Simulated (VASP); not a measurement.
# Y (Im-3m) in VASP: further runs

Y is run at these levels: PBEsol; tasks: single point, relaxation of cell and atoms.

Everything below comes from runs of VASP 6.6.1. Logs are shortened: lines on timing, memory, paths and dates and some standing lists are left out, and cuts for length are marked.

### 1 The cell of the first run

The structure is cubic, space group Im-3m (No. 229). The conventional cell has a = 4.131 Å, b = 4.131 Å, c = 4.131 Å, α = 90.00°, β = 90.00°, γ = 90.00°. Y (site symmetry m-3m) has 14 Y at 3.58 to 4.13 Å within 4.7 Å.

### 2 Single point, PBEsol (volume scaled by 1.12)

INCAR reads:

```
ALGO = Normal ; EDIFF = 1E-6
ENCUT = 520 ; GGA = PS
ISIF = 2 ; ISMEAR = -1
LASPH = True ; LCHARG = False
LREAL = False ; LWAVE = False
NBANDS = 12 ; NELM = 60
PREC = Accurate ; SIGMA = 0.1
```

KPOINTS reads:

```
k-points
0
Gamma
  13 13 13
```

POSCAR reads:

```
Y
1.0
   -2.0654800372      2.0654800372      2.0654800372
    2.0654800372     -2.0654800372      2.0654800372
    2.0654800372      2.0654800372     -2.0654800372
Y
1
Direct
    0.0000000000      0.0000000000      0.0000000000
```

Potentials or basis: VASP PAW PBE potentials, release 64 (Y_sv).

Command:

```sh
cat potpaw_PBE.64/Y_sv/POTCAR > POTCAR
mpirun -np 1 vasp_std > vasp.out
```

OUTCAR:

```text
EDIFF = 1E-6
   ENCUT = 520
   GGA = PS
   ISIF = 2
   ISMEAR = -1
   LASPH = True
   LREAL = False
   NELM = 60
   PREC = Accurate

 ion  position               nearest neighbor table
   1  0.000  0.000  0.000-

  LATTYP: Found a body centered cubic cell.
 ALAT       =     4.1309600744

  Lattice vectors:

 A1 = (  -2.0654800372,   2.0654800372,   2.0654800372)
 A2 = (   2.0654800372,  -2.0654800372,   2.0654800372)
 A3 = (   2.0654800372,   2.0654800372,  -2.0654800372)

Analysis of symmetry for initial positions (statically):
=====================================================================
 Subroutine PRICEL returns:
 Original cell was already a primitive cell.

 Routine SETGRP: Setting up the symmetry group for a
 body centered cubic supercell.

 Subroutine GETGRP returns: Found 48 space group operations
 (whereof 48 operations were pure point group operations)
 out of a pool of 48 trial point group operations.

The static configuration has the point symmetry O_h .

Analysis of symmetry for dynamics (positions and initial velocities):
=====================================================================
 Subroutine PRICEL returns:
 Original cell was already a primitive cell.

 Routine SETGRP: Setting up the symmetry group for a
 body centered cubic supercell.

 Subroutine GETGRP returns: Found 48 space group operations
 (whereof 48 operations were pure point group operations)
 out of a pool of 48 trial point group operations.

The dynamic configuration has the point symmetry O_h .

 Subroutine INISYM returns: Found 48 space group operations
 (whereof 48 operations are pure point group operations),
 and found     1 'primitive' translations

----------------------------------------------------------------------------------------

                                     Primitive cell

  volume of cell :      35.2471

  direct lattice vectors                    reciprocal lattice vectors
    -2.065480037  2.065480037  2.065480037     0.000000000  0.242074477  0.242074477
     2.065480037 -2.065480037  2.065480037     0.242074477  0.000000000  0.242074477
     2.065480037  2.065480037 -2.065480037     0.242074477  0.242074477  0.000000000

  length of vectors
     3.577516366  3.577516366  3.577516366     0.342345009  0.342345009  0.342345009

  position of ions in fractional coordinates (direct lattice)
     0.000000000  0.000000000  0.000000000

  ion indices of the primitive-cell ions
   primitive index   ion index
                 1           1

----------------------------------------------------------------------------------------

 KPOINTS: k-points

Automatic generation of k-mesh.
 Grid dimensions read from file:
 generate k-points for:   13   13   13

 Generating k-lattice:

  Cartesian coordinates                     Fractional coordinates (reciprocal lattice)
     0.000000000  0.018621114  0.018621114     0.076923077  0.000000000  0.000000000
     0.018621114  0.000000000  0.018621114     0.000000000  0.076923077  0.000000000
     0.018621114  0.018621114  0.000000000     0.000000000  0.000000000  0.076923077

  Length of vectors
     0.026334231  0.026334231  0.026334231

  Shift w.r.t. Gamma in fractional coordinates (k-lattice)
     0.000000000  0.000000000  0.000000000

 Subroutine IBZKPT returns following result:
 ===========================================

 Found     84 irreducible k-points:

 Following reciprocal coordinates:
            Coordinates               Weight
  0.000000  0.000000  0.000000      1.000000
  0.076923  0.000000  0.000000     12.000000
  0.153846  0.000000  0.000000     12.000000
  0.230769  0.000000  0.000000     12.000000
  0.307692  0.000000  0.000000     12.000000
  0.384615  0.000000  0.000000     12.000000
[... 16 lines left out ...]
  0.153846  0.076923  0.076923     24.000000
  0.230769  0.076923  0.076923     24.000000
 [... further k-points ...]
   k-points           NKPTS =     84   k-points in BZ     NKDIM =     84   number of bands    NBANDS=     12
   number of dos      NEDOS =    301   number of ions     NIONS =      1
   total plane-waves  NPLWV =  21952
   dimension x,y,z NGX =    28 NGY =   28 NGZ =   28
   dimension x,y,z NGXF=    56 NGYF=   56 NGZF=   56
   ions per type =               1
   NGX,Y,Z   is equivalent  to a cutoff of  13.01, 13.01, 13.01 a.u.
   NGXF,Y,Z  is equivalent  to a cutoff of  26.02, 26.02, 26.02 a.u.
 SYSTEM =  unknown system
   PREC   = accura    normal or accurate (medium, high low for compatibility)
   ISTART =      0    job   : 0-new  1-cont  2-samecut
   ICHARG =      2    charge: 1-file 2-atom 10-const
   ISPIN  =      1    spin polarized calculation?
   LNONCOLLINEAR =      F non collinear calculations
   LSORBIT =      F    spin-orbit coupling
   LASPH  =      T    aspherical Exc in radial PAW
   ENCUT  =  520.0 eV  38.22 Ry    6.18 a.u.   6.65  6.65  6.65*2*pi/ulx,y,z
   NELM   =     60;   NELMIN=  2; NELMDL= -5     # of ELM steps
   EDIFF  = 0.1E-05   stopping-criterion for ELM
   LREAL  =      F    real-space projection
   EDIFFG = 0.1E-04   stopping-criterion for IOM
   NSW    =      0    number of steps for IOM
   IBRION =     -1    ionic relax: 0-MD 1-quasi-New 2-CG
   NFREE  =      0    steps in history (QN), initial steepest desc. (CG)
   ISIF   =      2    stress and relaxation
   ISYM   =      2    0-nonsym 1-usesym 2-fastsym
   POTIM  = 0.5000    time-step for ionic-motion
   TEBEG  =    0.0;   TEEND  =   0.0 temperature during run
   PSTRESS=    0.0 pullay stress
   NELECT =      11.0000    total number of electrons
   NUPDOWN=      -1.0000    fix difference up-down
   EMIN   =  10.00;   EMAX   =-10.00  energy-range for DOS
   EFERMI =   0.00;   METHOD = LEGACY
   ISMEAR =    -1;   SIGMA  =   0.10  broadening in eV -4-tet -1-fermi 0-gaus
   EFERMI_NEDOS =   21; number of points for ismear=-14 and -15
   IALGO  =     38    algorithm
   IMIX   =      4    mixing-type and parameters
     AMIX     =   0.40;   BMIX     =  1.00
     AMIX_MAG =   1.60;   BMIX_MAG =  1.00
  volume/ion in A,a.u.               =      35.25       237.86
  Fermi-wavevector in a.u.,A,eV,Ry     =   1.110448  2.098442 16.777260  1.233094
  Thomas-Fermi vector in A             =   2.246999
   LORBIT       =      0    0 simple, 1 ext, 2 COOP (PROOUT), +10 PAW based schemes
   GGA     = PS    functional components
   LHFCALC =     F    Hartree Fock is set to
   AEXX    =    0.0000 exact exchange contribution
   IVDW    =     0    specifies the selected vdW correction
   LEPSILON=     F    determine dielectric tensor
   LRPA    =     F    only Hartree local field effects (RPA)
 non-spin polarized calculation
  energy-cutoff  :      520.00
  volume of cell :       35.25
 maximum number of plane-waves:       960
   NGX = 13   NGY = 13   NGZ = 13

 number of electron      11.0000000 magnetization

 Free energy of the ion-electron system (eV)
  ---------------------------------------------------
  ext. energy  EPLUGINS =         0.00000000
  ---------------------------------------------------
  free energy    TOTEN  =        -6.68031405 eV

  energy without entropy =       -6.59509557  energy(sigma->0) =       -6.63770481

 E-fermi :   2.6757     XC(G=0):  -9.2657

 val. band max:        2.6709675373   @ k =   0.3846   0.1538   0.0769
 cond. band min:       2.6765469763   @ k =   0.3077   0.3077   0.0000
 fundamental gap:      0.0055794390
 Fermi energy:         2.6756609318

 k-point     1 :       0.0000    0.0000    0.0000
  band No.  band energies     occupation
      1     -40.2593      2.00000
      2     -20.0160      2.00000
      3     -20.0160      2.00000
      4     -20.0160      2.00000
      5      -2.0191      2.00000
      6       4.2453      0.00000
      7       4.2453      0.00000
      8       4.2453      0.00000
      9       6.0543      0.00000
     10       6.0543      0.00000
     11      12.6889      0.00000
     12      12.6889      0.00000

 k-point     2 :       0.0769    0.0000    0.0000
  band No.  band energies     occupation
      1     -40.2565      2.00000
      2     -20.0423      2.00000
      3     -20.0244      2.00000
      4     -20.0161      2.00000
      5      -1.8756      2.00000
      6       4.1431      0.00000
      7       4.1977      0.00000
      8       4.3821      0.00000
      9       5.9031      0.00000
     10       6.0529      0.00000
     11      12.8137      0.00000
     12      12.9605      0.00000

 k-point     3 :       0.1538    0.0000    0.0000
  band No.  band energies     occupation
      1     -40.2486      2.00000
      2     -20.1141      2.00000
      3     -20.0474      2.00000
      4     -20.0163      2.00000
      5      -1.4637      2.00000
      6       3.8815      0.00001
      7       3.9839      0.00000
      8       4.7854      0.00000
      9       5.6890      0.00000
     10       6.0644      0.00000
     11      13.0052      0.00000
     12      13.6416      0.00000
[... 286 lines left out ...]
 k-point    23 :       0.1538    0.0769    0.0769
  band No.  band energies     occupation
      1     -40.2341      2.00000
      2     -20.2472      2.00000
      3     -20.0684      2.00000
      4     -20.0367      2.00000
      5      -0.5956      2.00000
      6       3.3504      0.00235
      7       3.3696      0.00194
      8       5.8315      0.00000
      9       5.9049      0.00000
     10       6.1048      0.00000
     11      13.0022      0.00000
     12      13.1771      0.00000

 k-point    24 :       0.2308    0.0769    0.0769
  band No.  band energies     occupation
      1     -40.2234      2.00000
      2     -20.3271      2.00000
      3     -20.1113      2.00000
      4     -20.0388      2.00000
      5       0.1176      2.00000
      6       3.0296      0.05643
      7       3.0852      0.03276
      8       5.9452      0.00000
      9       6.2873      0.00000
     10       6.7383      0.00000
     11      11.7034      0.00000
     12      12.1208      0.00000

 [... further k-points ...]
[... 5 lines left out ...]
  --------------------------------------------------------------------------------------
  -------------------------------------------------------------------------------------
  Total       -0.8650371     -0.8650371     -0.8650371     -0.0000000      0.0000000      0.0000000
  in kB      -39.3207989    -39.3207989    -39.3207989     -0.0000000      0.0000000      0.0000000
  external PRESSURE =     -39.3207989 kB  Pullay stress =       0.0000000 kB

 VOLUME and BASIS-vectors are now :
 -----------------------------------------------------------------------------
  energy-cutoff  :      520.00
  volume of cell :       35.25
      direct lattice vectors                 reciprocal lattice vectors
    -2.065480037  2.065480037  2.065480037     0.000000000  0.242074477  0.242074477
     2.065480037 -2.065480037  2.065480037     0.242074477  0.000000000  0.242074477
     2.065480037  2.065480037 -2.065480037     0.242074477  0.242074477  0.000000000

 POSITION                                       TOTAL-FORCE (eV/Angst)
 -----------------------------------------------------------------------------------
      0.00000      0.00000      0.00000        -0.000000     -0.000000      0.000000
 -----------------------------------------------------------------------------------
    total drift:                               -0.000000      0.000000      0.000000

  FREE ENERGIE OF THE ION-ELECTRON SYSTEM (eV)
  ---------------------------------------------------
  free  energy   TOTEN  =        -6.6803140538 eV

  energy  without entropy=       -6.5950955698  energy(sigma->0) =       -6.63770481
```

Wall time 56 s (1 thread of AMD EPYC 7R13, shared host); peak memory 0.16 GiB.

What came out:

```yaml
Free_energy: -6.6803 eV
Pressure: -3.9 GPa
```

Caveat: the PAW data sets were made with another functional, which shifts forces and pressure a little.

(Continued in part 2 of 2.)
